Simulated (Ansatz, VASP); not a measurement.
# Two plane-wave programs on SiC

```
Si C
1.0
     3.02190    0.00000    0.00000
    -1.51095    2.61704    0.00000
     0.00000    0.00000   10.66940
Si C
4 4
Direct
  0.66667 0.33333 0.93784
  0.33333 0.66667 0.43784
  0.00000 0.00000 0.68790
  0.00000 0.00000 0.18790
  0.66667 0.33333 0.74981
  0.33333 0.66667 0.24981
  0.00000 0.00000 0.50045
  0.00000 0.00000 0.00045
```

Alike in both runs: task single point; functional PBE; k mesh 12 × 12 × 4; occupations gaussian, width 0.05 eV; no spin polarisation.

|  | VASP | Ansatz |
| --- | --- | --- |
| version | VASP 6.6.1 | Ansatz 0.2.0 |
| potentials or method | VASP PAW PBE potentials, release 64 (Si, C), cutoff 520 eV | scalar-relativistic, plane waves, PAW |
| valence electrons in the cell | 32 | 32 |

```csv
,VASP,Ansatz,Ansatz less VASP
gap on the k mesh at the Fermi level (eV),1.81,1.82,+0.004
least direct gap on the mesh (eV),3.15,3.15,+0.008
pressure (GPa),0.7,0.7,+0.04
"traceless stress, the component that is largest in VASP (GPa)",-25.16,-25.05,+0.106
rms of the force components (eV/Å),0.230,0.231,+0.0005
```

Atom by atom the forces differ by 0.001 eV/Å (rms over components).
